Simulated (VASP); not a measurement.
Input of a VASP 6.6.1 run:

INCAR

```
SYSTEM = Ge
ALGO = Normal
EDIFF = 1E-6
ENCUT = 520
GGA = RP
ISIF = 2
ISMEAR = -1
IVDW = 13
LASPH = .TRUE.
LCHARG = .TRUE.
LELF = .TRUE.
LREAL = .FALSE.
LVHAR = .TRUE.
LWAVE = .FALSE.
NBANDS = 13
NELM = 80
PREC = Accurate
SIGMA = 0.05
```

File KPOINTS:

```
k-points
0
G
  12 12 12
  0 0 0
```

Contents of POSCAR:

```
Ge
1.0
   -1.6500840264      1.6500840264      1.6495021573
    1.6500840264     -1.6500840264      1.6495021573
    1.6500840264      1.6500840264     -1.6495021573
Ge
1
Direct
    0.5000000000      0.5000000000      0.0000000000
```

Potentials or basis: VASP PAW PBE potentials, release 64 (Ge_d).

The run is started by

```sh
$ cat potpaw_PBE.64/Ge_d/POTCAR > POTCAR
$ mpirun -np 1 vasp_std > vasp.out
```

Q: What does it give for the pressure?

A: -0.1 GPa.

Q: Estimate the dispersion energy per atom.

A: -0.778 eV.

Q: Estimate the band gap on the k mesh.

A: Zero (band 7 reaches 17.19 eV, above the bottom of band 8 at 4.20 eV).

Caveat: the PAW data sets were made with another functional, which shifts forces and pressure a little; pairwise dispersion overbinds metals, which lowers pressure and volume.
